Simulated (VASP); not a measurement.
# Ti4O in VASP: relaxation of the atoms with PBE

Aim: the relaxation of the atoms of Ti4O with PBE.

All numbers are computed with VASP 6.6.1; they aren't measurements. Logs are shortened: lines on timing, memory, paths and dates and some standing lists are left out, and cuts for length are marked.

## (1) The cell of the first run

The cell holds a slab with vacuum, 5 atoms: a = 2.908 Å, b = 4.112 Å, c = 19.654 Å, α = 90.00°, β = 90.00°, γ = 90.00°.

## (2) Relaxation of the atoms, PBE

The input, INCAR:

```
PREC     = Accurate       # precision mode
ENCUT    = 520            # plane-wave cutoff, eV
EDIFF    = 1E-6           # SCF threshold, eV
ISMEAR   = 0              # smearing method
SIGMA    = 0.1            # smearing width, eV
LREAL    = False          # projectors in reciprocal space
LASPH    = True           # aspherical terms in the spheres
NELM     = 100            # most SCF steps
ALGO     = Normal         # electronic algorithm
ISIF     = 2              # what is computed and relaxed
LWAVE    = False          # write WAVECAR
LCHARG   = False          # write CHGCAR
LDIPOL   = True         
IDIPOL   = 3            
DIPOL    = 0.5 0.5 0.347
GGA      = PE             # functional
IBRION   = 2              # ionic algorithm
NSW      = 36             # ionic steps
EDIFFG   = -0.025         # ionic threshold
KPAR     = 4
```

The input, KPOINTS:

```
regular mesh
0
Gamma
  9 7 1
```

The input, POSCAR:

```
Ti4O
1.0
    2.9075446938      0.0000000000      0.0000000000
    0.0000000000      4.1118891392      0.0000000000
    0.0000000000      0.0000000000     19.6535692687
Ti O
4 1
Selective dynamics
Direct
    0.5000000000      0.5000000000      0.2035253722  F F F
    0.0000000000      0.0000000000      0.2774952616  F F F
    0.5000000000      0.5000000000      0.3439484703  F F F
    0.0000000000      0.0000000000      0.4148645550  F F F
    0.1666666667      0.2000000000      0.4942394501  F F T
```

Potentials or basis: VASP PAW PBE potentials, release 64 (Ti_sv, O).

Run with:

```
cat potpaw_PBE.64/Ti_sv/POTCAR potpaw_PBE.64/O/POTCAR > POTCAR
mpirun -np 4 vasp_std > vasp.out
```

OUTCAR:

```text
PREC = Accurate
   ENCUT = 520
   EDIFF = 1E-6
   ISMEAR = 0
   LREAL = False
   LASPH = True
   NELM = 100
   ISIF = 2
   GGA = PE
   IBRION = 2
   NSW = 36
   EDIFFG = -0.025

 ion  position               nearest neighbor table
   1  0.500  0.500  0.204-   3 2.76   2 2.91   2 2.91   2 2.91   2 2.91
   2  0.000  0.000  0.277-   4 2.70   3 2.84   3 2.84   3 2.84   3 2.84   1 2.91   1 2.91   1 2.91
                             1 2.91
   3  0.500  0.500  0.344-   1 2.76   2 2.84   2 2.84   2 2.84   2 2.84   4 2.88   4 2.88   4 2.88
                             4 2.88
   4  0.000  0.000  0.415-   5 1.83   2 2.70   3 2.88   3 2.88   3 2.88   3 2.88
   5  0.167  0.200  0.494-   4 1.83

  LATTYP: Found a simple orthorhombic cell.
 ALAT       =     2.9075446938
 B/A-ratio  =     1.4142135624
 C/A-ratio  =     6.7595071920

  Lattice vectors:

 A1 = (   2.9075446938,   0.0000000000,   0.0000000000)
 A2 = (   0.0000000000,   4.1118891392,   0.0000000000)
 A3 = (   0.0000000000,   0.0000000000,  19.6535692687)

Analysis of symmetry for initial positions (statically):
=====================================================================
 Subroutine PRICEL returns:
 Original cell was already a primitive cell.

 Routine SETGRP: Setting up the symmetry group for a
 simple orthorhombic supercell.

 Subroutine GETGRP returns: Found  1 space group operations
 (whereof  1 operations were pure point group operations)
 out of a pool of  8 trial point group operations.

The static configuration has the point symmetry C_1 .

Analysis of symmetry for dynamics (positions and initial velocities):
=====================================================================
 Subroutine PRICEL returns:
 Original cell was already a primitive cell.

 Routine SETGRP: Setting up the symmetry group for a
 simple orthorhombic supercell.

 Subroutine GETGRP returns: Found  1 space group operations
 (whereof  1 operations were pure point group operations)
 out of a pool of  8 trial point group operations.

The dynamic configuration has the point symmetry C_1 .

Analysis of constrained symmetry for selective dynamics:
=====================================================================
 Subroutine PRICEL returns:
 Original cell was already a primitive cell.

 Routine SETGRP: Setting up the symmetry group for a
 simple orthorhombic supercell.

 Subroutine GETGRP returns: Found  1 space group operations
 (whereof  1 operations were pure point group operations)
 out of a pool of  8 trial point group operations.

The constrained configuration has the point symmetry C_1 .

 Subroutine INISYM returns: Found  1 space group operations
 (whereof  1 operations are pure point group operations),
 and found     1 'primitive' translations

----------------------------------------------------------------------------------------

                                     Primitive cell

  volume of cell :     234.9683

  direct lattice vectors                    reciprocal lattice vectors
     2.907544694  0.000000000  0.000000000     0.343932804  0.000000000  0.000000000
     0.000000000  4.111889139  0.000000000     0.000000000  0.243197218  0.000000000
     0.000000000  0.000000000 19.653569269     0.000000000  0.000000000  0.050881343

  length of vectors
     2.907544694  4.111889139 19.653569269     0.343932804  0.243197218  0.050881343

  position of ions in fractional coordinates (direct lattice)
     0.500000000  0.500000000  0.203525372
     0.000000000  0.000000000  0.277495262
     0.500000000  0.500000000  0.343948470
     0.000000000  0.000000000  0.414864555
     0.166666667  0.200000000  0.494239450

  ion indices of the primitive-cell ions
   primitive index   ion index
                 1           1
                 2           2
                 3           3
                 4           4
                 5           5

----------------------------------------------------------------------------------------

 KPOINTS: regular mesh

Automatic generation of k-mesh.
 Grid dimensions read from file:
 generate k-points for:    9    7    1

 Generating k-lattice:

  Cartesian coordinates                     Fractional coordinates (reciprocal lattice)
     0.038214756  0.000000000  0.000000000     0.111111111  0.000000000  0.000000000
     0.000000000  0.034742460  0.000000000     0.000000000  0.142857143  0.000000000
     0.000000000  0.000000000  0.050881343     0.000000000  0.000000000  1.000000000

  Length of vectors
     0.038214756  0.034742460  0.050881343

  Shift w.r.t. Gamma in fractional coordinates (k-lattice)
     0.000000000  0.000000000  0.000000000

 Subroutine IBZKPT returns following result:
 ===========================================

 Found     32 irreducible k-points:

 Following reciprocal coordinates:
            Coordinates               Weight
  0.000000  0.000000  0.000000      1.000000
  0.111111  0.000000  0.000000      2.000000
  0.222222  0.000000  0.000000      2.000000
  0.333333  0.000000  0.000000      2.000000
  0.444444  0.000000  0.000000      2.000000
  0.000000  0.142857  0.000000      2.000000
[... 16 lines left out ...]
  0.444444 -0.285714  0.000000      2.000000
  0.000000  0.428571  0.000000      2.000000
 [... further k-points ...]
   k-points           NKPTS =     32   k-points in BZ     NKDIM =     32   number of bands    NBANDS=     32
   number of dos      NEDOS =    301   number of ions     NIONS =      5
   total plane-waves  NPLWV = 115200
   dimension x,y,z NGX =    24 NGY =   32 NGZ =  150
   dimension x,y,z NGXF=    48 NGYF=   64 NGZF=  300
   ions per type =               4   1
   NGX,Y,Z   is equivalent  to a cutoff of  13.72, 12.94, 12.69 a.u.
   NGXF,Y,Z  is equivalent  to a cutoff of  27.45, 25.88, 25.38 a.u.
 SYSTEM =  unknown system
   PREC   = accura    normal or accurate (medium, high low for compatibility)
   ISTART =      0    job   : 0-new  1-cont  2-samecut
   ICHARG =      2    charge: 1-file 2-atom 10-const
   ISPIN  =      1    spin polarized calculation?
   LNONCOLLINEAR =      F non collinear calculations
   LSORBIT =      F    spin-orbit coupling
   LASPH  =      T    aspherical Exc in radial PAW
   ENCUT  =  520.0 eV  38.22 Ry    6.18 a.u.   5.41  7.65 36.54*2*pi/ulx,y,z
   NELM   =    100;   NELMIN=  2; NELMDL= -5     # of ELM steps
   EDIFF  = 0.1E-05   stopping-criterion for ELM
   LREAL  =      F    real-space projection
   EDIFFG = -.3E-01   stopping-criterion for IOM
   NSW    =     36    number of steps for IOM
   IBRION =      2    ionic relax: 0-MD 1-quasi-New 2-CG
   NFREE  =      1    steps in history (QN), initial steepest desc. (CG)
   ISIF   =      2    stress and relaxation
   ISYM   =      2    0-nonsym 1-usesym 2-fastsym
   POTIM  = 0.5000    time-step for ionic-motion
   TEBEG  =    0.0;   TEEND  =   0.0 temperature during run
   PSTRESS=    0.0 pullay stress
   NELECT =      54.0000    total number of electrons
   NUPDOWN=      -1.0000    fix difference up-down
   EMIN   =  10.00;   EMAX   =-10.00  energy-range for DOS
   EFERMI =   0.00;   METHOD = LEGACY
   ISMEAR =     0;   SIGMA  =   0.10  broadening in eV -4-tet -1-fermi 0-gaus
   EFERMI_NEDOS =   21; number of points for ismear=-14 and -15
   IALGO  =     38    algorithm
   IMIX   =      4    mixing-type and parameters
     AMIX     =   0.40;   BMIX     =  1.00
     AMIX_MAG =   1.60;   BMIX_MAG =  1.00
  volume/ion in A,a.u.               =      46.99       317.13
  Fermi-wavevector in a.u.,A,eV,Ry     =   1.002774  1.894968 13.681412  1.005555
  Thomas-Fermi vector in A             =   2.135283
   LORBIT       =      0    0 simple, 1 ext, 2 COOP (PROOUT), +10 PAW based schemes
   GGA     = PE    functional components
   LHFCALC =     F    Hartree Fock is set to
   AEXX    =    0.0000 exact exchange contribution
   IVDW    =     0    specifies the selected vdW correction
   LEPSILON=     F    determine dielectric tensor
   LRPA    =     F    only Hartree local field effects (RPA)
 conjugate gradient relaxation of ions
 non-spin polarized calculation
 Gauss-broadening in eV      SIGMA  =   0.10
  energy-cutoff  :      520.00
  volume of cell :      234.97
 maximum number of plane-waves:      6369
 NGX is ok and might be reduce to    24
   NGX = 11   NGY = 15   NGZ = 73

 dipolmoment           0.000000      0.000000     -0.197167 electrons x Angstroem

--------------------------------------- Ionic step        1  -------------------------------------------

 number of electron      54.0000013 magnetization

 Free energy of the ion-electron system (eV)
  ---------------------------------------------------
  ext. energy  EPLUGINS =         0.00000000
  ---------------------------------------------------
  free energy    TOTEN  =       -35.64670536 eV

  energy without entropy =      -35.61387237  energy(sigma->0) =      -35.63028886

------------------------ aborting loop because EDIFF is reached ----------------------------------------

  FORCE on cell =-STRESS in cart. coord.  units (eV):
  Direction    XX          YY          ZZ          XY          YZ          ZX
  --------------------------------------------------------------------------------------
  -------------------------------------------------------------------------------------
  Total        1.5081543     -3.2450070     -5.8537788     -0.3818725     -1.9945470      0.1118298
  in kB       10.2836461    -22.1267173    -39.9151405     -2.6038725    -13.6002103      0.7625333
  external PRESSURE =     -17.2527372 kB  Pullay stress =       0.0000000 kB
[... 65 lines left out ...]
--------------------------------------- Ionic step        3  -------------------------------------------

 number of electron      54.0000014 magnetization

 dipolmoment           0.000000      0.000000      0.237468 electrons x Angstroem

 Free energy of the ion-electron system (eV)
  ---------------------------------------------------
  ext. energy  EPLUGINS =         0.00000000
  ---------------------------------------------------
  free energy    TOTEN  =       -36.15275131 eV

  energy without entropy =      -36.12078705  energy(sigma->0) =      -36.13676918

 E-fermi :  -0.8932     XC(G=0):  -4.7234

 val. band max:       -0.9052646402   @ k =   0.3333   0.0000   0.0000
 cond. band min:      -0.8825957397   @ k =   0.3333   0.1429   0.0000
 fundamental gap:      0.0226689005
 Fermi energy:        -0.8931506516

 k-point     1 :       0.0000    0.0000    0.0000
  band No.  band energies     occupation
      1     -57.9412      2.00000
      2     -57.6505      2.00000
      3     -57.5703      2.00000
      4     -57.4736      2.00000
      5     -34.3631      2.00000
      6     -34.2740      2.00000
[... 829 lines left out ...]
     31       0.0214      0.00000
     32       0.1491      0.00000

 [... further k-points ...]

------------------------ aborting loop because EDIFF is reached ----------------------------------------

 vacuum level on the upper side and lower side of the slab       (xc-potential included)         1.575        -1.946

  FORCE on cell =-STRESS in cart. coord.  units (eV):
  Direction    XX          YY          ZZ          XY          YZ          ZX
  --------------------------------------------------------------------------------------
  -------------------------------------------------------------------------------------
  Total        2.5154029     -1.1651900      0.7581189      0.3662107      1.0065686      1.5480138
  in kB       17.1517688     -7.9450769      5.1693825      2.4970794      6.8634859     10.5554358
  external PRESSURE =       4.7920248 kB  Pullay stress =       0.0000000 kB
[... 20 lines left out ...]
  FREE ENERGIE OF THE ION-ELECTRON SYSTEM (eV)
  ---------------------------------------------------
  free  energy   TOTEN  =       -36.1527513087 eV

  energy  without entropy=      -36.1207870463  energy(sigma->0) =      -36.13676918

 reached required accuracy - stopping structural energy minimisation

 vacuum level on the upper side and lower side of the slab         5.926         2.296
```

It took 6.8 min on 4 MPI ranks of AMD EPYC 7R43 (Zen 3), shared host; peak memory 0.42 GiB.

What came out:

| Item | Value |
| --- | --- |
| Free energy | -36.1528 eV |
| Energy gained by relaxing | 101.2 meV/atom |
| Ionic steps | 3 |
| Band gap on the k mesh | zero (bands 27 and 28 overlap by 0.48 eV) |

The path:
```tsv
step	energy change (eV)	largest force on free atoms (eV/Å)	pressure (GPa)
1	0.0000	4.0438	-1.73
2	-0.5004	0.5581	0.19
3	-0.5060	0.0202	0.48
```

Final structure:
```
Ti O
1.0
     2.90754    0.00000    0.00000
     0.00000    4.11189    0.00000
     0.00000    0.00000   19.65357
Ti O
4 1
Direct
  0.50000 0.50000 0.20353
  0.00000 0.00000 0.27750
  0.50000 0.50000 0.34395
  0.00000 0.00000 0.41486
  0.16667 0.20000 0.48326
```

The gap in the log of VASP goes by the Fermi energy; the results here count the filled bands.